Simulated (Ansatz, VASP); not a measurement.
B2AsN in VASP and in Ansatz

Contents of INCAR:

```
SYSTEM = B2AsN
PREC = Accurate
ENCUT = 700
EDIFF = 1E-6
ISMEAR = -1
SIGMA = 0.02
LREAL = .FALSE.
LASPH = .TRUE.
NELM = 120
ALGO = Normal
ISIF = 2
LWAVE = .FALSE.
LCHARG = .FALSE.
GGA = PE
NBANDS = 21
GGA_COMPAT = .FALSE.
```

Contents of KPOINTS:

```
Automatic mesh
0
G
  8 8 6
  0 0 0
```

Contents of POSCAR:

```
B2AsN
1.0
    2.9886495490      0.0000000000      0.0000000000
    0.0000000000      2.9886495490      0.0000000000
    0.0000000000      0.0000000000      4.2744726710
N B As
1 2 1
Direct
    0.0000000000      0.0000000000      0.0000000000
    0.0000000000      0.5000000000      0.8013540279
    0.5000000000      0.0000000000      0.1986459721
    0.5000000000      0.5000000000      0.5000000000
```

Input for Ansatz:

```yaml
crystal:
  lattice:
    - [2.988649549, 0.0, 0.0]
    - [0.0, 2.988649549, 0.0]
    - [0.0, 0.0, 4.274472671]
  atoms:
    - { symbol: "N", position: [0.0, 0.0, 0.0] }
    - { symbol: B, position: [0.0, 0.5, 0.8013540279] }
    - { symbol: As, position: [0.5, 0.5, 0.5] }
    - { symbol: B, position: [0.5, 0.0, 0.1986459721] }
kpoints:
  mp_grid: { grid: [8, 8, 6] }
  band_path:
    path:
      - [0.0, 0.0, 0.0]
      - [0.0, 0.5, 0.0]
      - [0.5, 0.5, 0.0]
      - [0.0, 0.0, 0.5]
      - [0.0, 0.5, 0.5]
      - [0.5, 0.5, 0.5]
    npoints: 1
hamiltonian:
  xc: pbe
scf:
  occupations: { method: fermi_dirac, width: 0.02 }
  n_extra_bands: 5
output:
  forces: true
  stress: true
  eigenvalues: true
```

Alike in both runs: task single point; functional PBE; k mesh 8 × 8 × 6; occupations fermi-dirac, width 0.02 eV; no spin polarisation.

|  | VASP | Ansatz |
| --- | --- | --- |
| version | VASP 6.6.1 | Ansatz 0.2.0 |
| potentials or method | VASP PAW PBE potentials, release 64 (N, B, As_d) | plane waves, PAW |
| plane-wave cutoff (eV) | 700 | 420 |
| valence electrons in the cell | 26 | 26 |

VASP gave:

| Item | Value |
| --- | --- |
| pressure (GPa) | 2.3 |
| rms of the force components (eV/Å) | 0.101 |

Question: Estimate Ansatz's values.

Answer: Pressure (GPa): 2.6; rms of the force components (eV/Å): 0.111.

The functional is the same, so the differences come from potentials, cutoffs and numerics.
